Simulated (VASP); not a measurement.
# KCl in VASP: notebook, part 2 of 2

VASP 6.6.1. The steps go on from the part before.

## (3) Electric field gradients, PBEsol (equal xy, yz and zx shear strains of -1 %)

File INCAR:

```
ALGO = Normal
EDIFF = 1E-8
ENCUT = 520
GGA = PS
ISIF = 2
ISMEAR = -1
LASPH = T
LCHARG = F
LEFG = T
LREAL = F
LWAVE = F
NBANDS = 15
NELM = 60
PREC = Accurate
SIGMA = 0.02
```

File KPOINTS:

```
k-points
0
Gamma
  7 7 7
```

File POSCAR:

```
KCl
1.0
    3.6340000000     -0.0181700000     -0.0181700000
   -0.0181700000      3.6340000000     -0.0181700000
   -0.0181700000     -0.0181700000      3.6340000000
K Cl
1 1
Direct
    0.0000000000      0.0000000000      0.0000000000
    0.5000000000      0.5000000000      0.5000000000
```

Potentials or basis: VASP PAW PBE potentials, release 64 (K_sv, Cl).

The run is started by

```
$ cat potpaw_PBE.64/K_sv/POTCAR potpaw_PBE.64/Cl/POTCAR > POTCAR
$ mpirun -np 1 vasp_std > vasp.out
```

OUTCAR:

```text
EDIFF = 1E-8
   ENCUT = 520
   GGA = PS
   ISIF = 2
   ISMEAR = -1
   LASPH = T
   LREAL = F
   NELM = 60
   PREC = Accurate

 ion  position               nearest neighbor table
   1  0.000  0.000  0.000-   2 3.12   2 3.12   2 3.16   2 3.16   2 3.16   2 3.16   2 3.16   2 3.16

   2  0.500  0.500  0.500-   1 3.12   1 3.12   1 3.16   1 3.16   1 3.16   1 3.16   1 3.16   1 3.16

  LATTYP: Found a trigonal (rhomboedric) cell.
 ALAT       =     3.6340908489
 COS(alpha) =    -0.0099745013

  Lattice vectors:

 A1 = (   3.6340000000,  -0.0181700000,  -0.0181700000)
 A2 = (  -0.0181700000,   3.6340000000,  -0.0181700000)
 A3 = (  -0.0181700000,  -0.0181700000,   3.6340000000)

Analysis of symmetry for initial positions (statically):
=====================================================================
 Subroutine PRICEL returns:
 Original cell was already a primitive cell.

 Routine SETGRP: Setting up the symmetry group for a
 trigonal (rhombohedral) supercell.

 Subroutine GETGRP returns: Found 12 space group operations
 (whereof 12 operations were pure point group operations)
 out of a pool of 12 trial point group operations.

The static configuration has the point symmetry D_3d.

Analysis of symmetry for dynamics (positions and initial velocities):
=====================================================================
 Subroutine PRICEL returns:
 Original cell was already a primitive cell.

 Routine SETGRP: Setting up the symmetry group for a
 trigonal (rhombohedral) supercell.

 Subroutine GETGRP returns: Found 12 space group operations
 (whereof 12 operations were pure point group operations)
 out of a pool of 12 trial point group operations.

The dynamic configuration has the point symmetry D_3d.

 Subroutine INISYM returns: Found 12 space group operations
 (whereof 12 operations are pure point group operations),
 and found     1 'primitive' translations

----------------------------------------------------------------------------------------

                                     Primitive cell

  volume of cell :      47.9868

  direct lattice vectors                    reciprocal lattice vectors
     3.634000000 -0.018170000 -0.018170000     0.275192695  0.001382878  0.001382878
    -0.018170000  3.634000000 -0.018170000     0.001382878  0.275192695  0.001382878
    -0.018170000 -0.018170000  3.634000000     0.001382878  0.001382878  0.275192695

  length of vectors
     3.634090849  3.634090849  3.634090849     0.275199644  0.275199644  0.275199644

  position of ions in fractional coordinates (direct lattice)
     0.000000000  0.000000000  0.000000000
     0.500000000  0.500000000  0.500000000

  ion indices of the primitive-cell ions
   primitive index   ion index
                 1           1
                 2           2

----------------------------------------------------------------------------------------

 KPOINTS: k-points

Automatic generation of k-mesh.
 Grid dimensions read from file:
 generate k-points for:    7    7    7

 Generating k-lattice:

[... 80 lines left out ...]
     AMIX     =   0.40;   BMIX     =  1.00
     AMIX_MAG =   1.60;   BMIX_MAG =  1.00
  volume/ion in A,a.u.               =      23.99       161.92
  Fermi-wavevector in a.u.,A,eV,Ry     =   1.135205  2.145226 17.533684  1.288689
  Thomas-Fermi vector in A             =   2.271909
   LORBIT       =      0    0 simple, 1 ext, 2 COOP (PROOUT), +10 PAW based schemes
   GGA     = PS    functional components
   LHFCALC =     F    Hartree Fock is set to
   AEXX    =    0.0000 exact exchange contribution
   IVDW    =     0    specifies the selected vdW correction
   LEPSILON=     F    determine dielectric tensor
   LRPA    =     F    only Hartree local field effects (RPA)
 non-spin polarized calculation
  energy-cutoff  :      520.00
  volume of cell :       47.99
 maximum number of plane-waves:      1309
   NGX = 13   NGY = 13   NGZ = 13

 number of electron      16.0000000 magnetization

 Free energy of the ion-electron system (eV)
  ---------------------------------------------------
  ext. energy  EPLUGINS =         0.00000000
  ---------------------------------------------------
  free energy    TOTEN  =        -6.88372961 eV

  energy without entropy =       -6.88372961  energy(sigma->0) =       -6.88372961

 E-fermi :   0.5027     XC(G=0):  -9.0302

 val. band max:       -0.0380065347   @ k =  -0.4286   0.4286   0.0000
 cond. band min:       5.3576227769   @ k =   0.0000   0.0000   0.0000
 fundamental gap:      5.3956293116
 Fermi energy:         0.5026799177

 k-point     1 :       0.0000    0.0000    0.0000
  band No.  band energies     occupation
      1     -27.6575      2.00000
      2     -12.9104      2.00000
      3     -11.0728      2.00000
      4     -11.0663      2.00000
      5     -11.0663      2.00000
      6      -0.2514      2.00000
      7      -0.2401      2.00000
      8      -0.2401      2.00000
      9       5.3576      0.00000
     10       6.2113      0.00000
     11       6.2113      0.00000
     12      10.9575      0.00000
     13      11.0596      0.00000
     14      11.0596      0.00000
[... 401 lines left out ...]
      2     -12.7611      2.00000
      3     -11.3027      2.00000
      4     -11.1534      2.00000
      5     -11.0595      2.00000
      6      -1.7210      2.00000
      7      -1.1368      2.00000
      8      -0.4723      2.00000
      9       7.2861      0.00000
     10       8.2553      0.00000
     11       8.9244      0.00000
     12       9.5729      0.00000
     13      10.4625      0.00000
     14      10.8602      0.00000
     15      13.1757      0.00000

 [... further k-points ...]

------------------------ aborting loop because EDIFF is reached ----------------------------------------

  FORCE on cell =-STRESS in cart. coord.  units (eV):
  Direction    XX          YY          ZZ          XY          YZ          ZX
  --------------------------------------------------------------------------------------
  -------------------------------------------------------------------------------------
  Total        0.7158370      0.7158370      0.7158370      0.0445875      0.0445875      0.0445875
  in kB       23.9002614     23.9002614     23.9002614      1.4886812      1.4886812      1.4886812
  external PRESSURE =      23.9002614 kB  Pullay stress =       0.0000000 kB

 VOLUME and BASIS-vectors are now :
 -----------------------------------------------------------------------------
  energy-cutoff  :      520.00
  volume of cell :       47.99
      direct lattice vectors                 reciprocal lattice vectors
     3.634000000 -0.018170000 -0.018170000     0.275192695  0.001382878  0.001382878
    -0.018170000  3.634000000 -0.018170000     0.001382878  0.275192695  0.001382878
    -0.018170000 -0.018170000  3.634000000     0.001382878  0.001382878  0.275192695

 POSITION                                       TOTAL-FORCE (eV/Angst)
 -----------------------------------------------------------------------------------
      0.00000      0.00000      0.00000         0.000000     -0.000000      0.000000
      1.79883      1.79883      1.79883        -0.000000      0.000000     -0.000000
 -----------------------------------------------------------------------------------
    total drift:                               -0.000000      0.000000      0.000000

  FREE ENERGIE OF THE ION-ELECTRON SYSTEM (eV)
  ---------------------------------------------------
  free  energy   TOTEN  =        -6.8837296117 eV

  energy  without entropy=       -6.8837296117  energy(sigma->0) =       -6.88372961

 Electric field gradients (V/A^2)
---------------------------------------------------------------------
 ion       V_xx      V_yy      V_zz      V_xy      V_xz      V_yz
---------------------------------------------------------------------
   1      -0.000     0.000    -0.000    -1.207    -1.207    -1.207
   2       0.000     0.000     0.000    -0.425    -0.425    -0.425
---------------------------------------------------------------------

 Electric field gradients after diagonalization (V/A^2)
 (convention: |V_zz| > |V_xx| > |V_yy|)
----------------------------------------------------------------------
 ion       V_xx      V_yy      V_zz     asymmetry (V_yy - V_xx)/ V_zz
----------------------------------------------------------------------
   1       1.207     1.207    -2.413       0.000
   2       0.425     0.425    -0.850       0.000
----------------------------------------------------------------------

           NMR quadrupolar parameters

 Cq : quadrupolar parameter    Cq=e*Q*V_zz/h
 eta: asymmetry parameters     (V_yy - V_xx)/ V_zz
 Q  : nuclear electric quadrupole moment in mb (millibarn)
----------------------------------------------------------------------
 ion       Cq(MHz)       eta       Q (mb)
----------------------------------------------------------------------
   1      -0.006       0.000       1.000
   2      -0.002       0.000       1.000
----------------------------------------------------------------------
```

OSZICAR:

```text
N       E                     dE             d eps       ncg     rms          rms(c)
DAV:   1     0.105237716275E+03    0.10524E+03   -0.73518E+03  1320   0.991E+02
DAV:   2    -0.163869708220E+01   -0.10688E+03   -0.98958E+02  1745   0.249E+02
DAV:   3    -0.697948630503E+01   -0.53408E+01   -0.53130E+01  1796   0.494E+01
DAV:   4    -0.712845109201E+01   -0.14896E+00   -0.14894E+00  1943   0.799E+00
DAV:   5    -0.712972400025E+01   -0.12729E-02   -0.12729E-02  1831   0.844E-01    0.364E+00
DAV:   6    -0.691158008145E+01    0.21814E+00   -0.21465E-01  1642   0.331E+00    0.306E+00
DAV:   7    -0.688293766987E+01    0.28642E-01   -0.71537E-02  1782   0.198E+00    0.174E+00
DAV:   8    -0.688365022373E+01   -0.71255E-03   -0.15460E-02  1803   0.972E-01    0.229E-01
DAV:   9    -0.688359135528E+01    0.58868E-04   -0.52784E-04  1763   0.156E-01    0.922E-02
DAV:  10    -0.688373257413E+01   -0.14122E-03   -0.19862E-04  1524   0.113E-01    0.315E-02
DAV:  11    -0.688372864484E+01    0.39293E-05   -0.15664E-05  1859   0.301E-02    0.118E-02
DAV:  12    -0.688372978624E+01   -0.11414E-05   -0.82528E-07  1500   0.701E-03    0.250E-03
DAV:  13    -0.688372965465E+01    0.13159E-06   -0.61626E-08  1727   0.201E-03    0.430E-04
DAV:  14    -0.688372959459E+01    0.60060E-07   -0.51972E-09  1432   0.658E-04    0.721E-05
DAV:  15    -0.688372960736E+01   -0.12771E-07   -0.94807E-10  1108   0.237E-04    0.931E-05
DAV:  16    -0.688372961168E+01   -0.43185E-08   -0.29210E-10   940   0.112E-04
   1 F= -.68837296E+01 E0= -.68837296E+01  d E =-.692500E-13
```

stdout:

```text
POSCAR found type information on POSCAR K Cl
 POSCAR found :  2 types and       2 ions
 scaLAPACK will be used
 -----------------------------------------------------------------------------
|                                                                             |
|                                                                             |
|     You enforced a specific xc type in the INCAR file but a different       |
|     I HOPE YOU KNOW WHAT YOU ARE DOING!                                     |
|                                                                             |
 -----------------------------------------------------------------------------

 LDA part: xc-table for (Slater+PW92), standard interpolation
 POSCAR, INCAR and KPOINTS ok, starting setup
 FFT: planning ... GRIDC
 FFT: planning ... GRID_SOFT
 FFT: planning ... GRID
 WAVECAR not read
 entering main loop
ion   1

ion   2
```

Wall time 17 s (1 thread of Intel Xeon Platinum 8488C (Sapphire Rapids), shared host); peak memory 0.17 GiB.

Results:

* Free energy: -6.8837 eV
* Pressure: 2.4 GPa
* Band gap on the k mesh: 5.40 eV, indirect (least direct gap 5.60 eV)

Levels at points of the mesh, in eV from the valence-band top:
| k point | band 4 | band 5 | band 6 | band 7 | band 8 | band 9 | band 10 | band 11 | band 12 | band 13 |
| --- | --- | --- | --- | --- | --- | --- | --- | --- | --- | --- |
| (0.00, 0.00, 0.00) | -11.03 | -11.03 | -0.21 | -0.20 | -0.20 | 5.40 | 6.25 | 6.25 | 11.00 | 11.10 |

Electric field gradients, principal values (V/Å²):
```csv
atom,least,middle,greatest (by size)
1 K,1.207,1.207,-2.413
2 Cl,0.425,0.425,-0.850
```

Caveat: the cell differs from its parent crystal (equal xy, yz and zx shear strains of -1 %); without QUAD_EFG the Cq values of the log hold for a quadrupole moment of 1 mb, not for the nuclei; the PAW data sets were made with another functional, which shifts forces and pressure a little.

## (4) Electric field gradients, PBEsol (equal xy, yz and zx shear strains of +2 %)

File INCAR:

```
  ALGO = Normal
  EDIFF = 1E-8
  ENCUT = 520
  GGA = PS
  ISIF = 2
  ISMEAR = -1
  LASPH = T
  LCHARG = F
  LEFG = T
  LREAL = F
  LWAVE = F
  NBANDS = 15
  NELM = 60
  PREC = Accurate
  SIGMA = 0.02
```

KPOINTS is that of step 3.

File POSCAR:

```
KCl
1.0
    3.6340000000      0.0363400000      0.0363400000
    0.0363400000      3.6340000000      0.0363400000
    0.0363400000      0.0363400000      3.6340000000
K Cl
1 1
Direct
    0.0000000000      0.0000000000      0.0000000000
    0.5000000000      0.5000000000      0.5000000000
```

Potentials or basis: VASP PAW PBE potentials, release 64 (K_sv, Cl).

The run is started by

```
$ cat potpaw_PBE.64/K_sv/POTCAR potpaw_PBE.64/Cl/POTCAR > POTCAR
$ mpirun -np 1 vasp_std > vasp.out
```

OUTCAR:

```text
EDIFF = 1E-8
   ENCUT = 520
   GGA = PS
   ISIF = 2
   ISMEAR = -1
   LASPH = T
   LREAL = F
   NELM = 60
   PREC = Accurate

 ion  position               nearest neighbor table
   1  0.000  0.000  0.000-   2 3.13   2 3.13   2 3.13   2 3.13   2 3.13   2 3.13   2 3.21   2 3.21

   2  0.500  0.500  0.500-   1 3.13   1 3.13   1 3.13   1 3.13   1 3.13   1 3.13   1 3.21   1 3.21

  LATTYP: Found a trigonal (rhomboedric) cell.
 ALAT       =     3.6343633818
 COS(alpha) =     0.0200959808

  Lattice vectors:

 A1 = (   3.6340000000,   0.0363400000,   0.0363400000)
[... 644 lines left out ...]
  ---------------------------------------------------
  free  energy   TOTEN  =        -6.8819860140 eV

  energy  without entropy=       -6.8819860140  energy(sigma->0) =       -6.88198601

 Electric field gradients (V/A^2)
---------------------------------------------------------------------
 ion       V_xx      V_yy      V_zz      V_xy      V_xz      V_yz
---------------------------------------------------------------------
   1       0.000     0.000    -0.000     2.197     2.197     2.197
   2      -0.000    -0.000    -0.000     0.611     0.611     0.611
---------------------------------------------------------------------

 Electric field gradients after diagonalization (V/A^2)
 (convention: |V_zz| > |V_xx| > |V_yy|)
----------------------------------------------------------------------
 ion       V_xx      V_yy      V_zz     asymmetry (V_yy - V_xx)/ V_zz
----------------------------------------------------------------------
   1      -2.197    -2.197     4.393       0.000
   2      -0.611    -0.611     1.221       0.000
----------------------------------------------------------------------

           NMR quadrupolar parameters

 Cq : quadrupolar parameter    Cq=e*Q*V_zz/h
 eta: asymmetry parameters     (V_yy - V_xx)/ V_zz
 Q  : nuclear electric quadrupole moment in mb (millibarn)
----------------------------------------------------------------------
 ion       Cq(MHz)       eta       Q (mb)
----------------------------------------------------------------------
   1       0.011       0.000       1.000
   2       0.003       0.000       1.000
----------------------------------------------------------------------
```

OSZICAR:

```text
N       E                     dE             d eps       ncg     rms          rms(c)
DAV:   1     0.103324767875E+03    0.10332E+03   -0.74982E+03  1328   0.996E+02
DAV:   2    -0.168683830983E+01   -0.10501E+03   -0.97064E+02  1701   0.248E+02
DAV:   3    -0.695269998575E+01   -0.52659E+01   -0.52415E+01  1845   0.496E+01
DAV:   4    -0.712671992022E+01   -0.17402E+00   -0.17398E+00  1890   0.854E+00
DAV:   5    -0.712802492053E+01   -0.13050E-02   -0.13050E-02  1888   0.828E-01    0.365E+00
DAV:   6    -0.690977662357E+01    0.21825E+00   -0.21478E-01  1586   0.331E+00    0.307E+00
DAV:   7    -0.688117520746E+01    0.28601E-01   -0.71355E-02  1768   0.198E+00    0.175E+00
DAV:   8    -0.688190638251E+01   -0.73118E-03   -0.15451E-02  1840   0.973E-01    0.231E-01
DAV:   9    -0.688184657962E+01    0.59803E-04   -0.50737E-04  1726   0.154E-01    0.929E-02
DAV:  10    -0.688198844514E+01   -0.14187E-03   -0.19753E-04  1545   0.112E-01    0.298E-02
DAV:  11    -0.688198511745E+01    0.33277E-05   -0.14109E-05  1852   0.288E-02    0.109E-02
DAV:  12    -0.688198616972E+01   -0.10523E-05   -0.75746E-07  1427   0.680E-03    0.230E-03
DAV:  13    -0.688198605255E+01    0.11717E-06   -0.61752E-08  1768   0.203E-03    0.382E-04
DAV:  14    -0.688198599617E+01    0.56379E-07   -0.47673E-09  1355   0.635E-04    0.756E-05
DAV:  15    -0.688198600912E+01   -0.12948E-07   -0.90537E-10  1108   0.221E-04    0.736E-05
DAV:  16    -0.688198601399E+01   -0.48788E-08   -0.29392E-10   954   0.114E-04
   1 F= -.68819860E+01 E0= -.68819860E+01  d E =-.354680E-13
```

stdout:

```text
POSCAR found type information on POSCAR K Cl
 POSCAR found :  2 types and       2 ions
 scaLAPACK will be used
 -----------------------------------------------------------------------------
|                                                                             |
|                                                                             |
|     You enforced a specific xc type in the INCAR file but a different       |
|     I HOPE YOU KNOW WHAT YOU ARE DOING!                                     |
|                                                                             |
 -----------------------------------------------------------------------------

 LDA part: xc-table for (Slater+PW92), standard interpolation
 POSCAR, INCAR and KPOINTS ok, starting setup
 FFT: planning ... GRIDC
 FFT: planning ... GRID_SOFT
 FFT: planning ... GRID
 WAVECAR not read
 entering main loop
ion   1

ion   2
```

It took 18 s on 1 thread of Intel Xeon Platinum 8488C (Sapphire Rapids), shared host; peak memory 0.16 GiB.

Results:

- Free energy: -6.8820 eV
- Pressure: 2.4 GPa
- Band gap on the k mesh: 5.40 eV, indirect (least direct gap 5.58 eV)

Levels at points of the mesh, in eV from the valence-band top:
```
           k point  band 6  band 7  band 8  band 9  band 10  band 11
(0.00, 0.00, 0.00)   -0.21   -0.21   -0.19    5.40     6.25     6.25
```

Electric field gradients, principal values (V/Å²):
| atom | least | middle | greatest (by size) |
| --- | --- | --- | --- |
| 1 K | -2.197 | -2.197 | 4.393 |
| 2 Cl | -0.611 | -0.611 | 1.221 |

Caveat: the cell differs from its parent crystal (equal xy, yz and zx shear strains of +2 %); without QUAD_EFG the Cq values of the log hold for a quadrupole moment of 1 mb, not for the nuclei; the PAW data sets were made with another functional, which shifts forces and pressure a little. A k mesh can miss the band edges.

## (5) The runs side by side

```csv
cell,gap on the mesh (eV),pressure (GPa)
"a = 3.707, b = 3.707, c = 3.634 Å, 2 atoms",5.12,1.2
"a = 3.634 Å, angles 90.6°, 2 atoms",5.40,2.4
"a = 3.634 Å, angles 88.8°, 2 atoms",5.40,2.4
```

Alike in all rows: task electric field gradients; level PBEsol; potentials or basis VASP PAW PBE potentials, release 64 (K_sv, Cl); no spin polarisation; k mesh 7 × 7 × 7; cutoff (eV) 520; smearing fermi-dirac 0.02 eV.

Caveats: the PAW data sets were made with another functional, which shifts forces and pressure a little.

Total energies depend on the potentials used, so only differences within one code and one set of settings carry meaning.
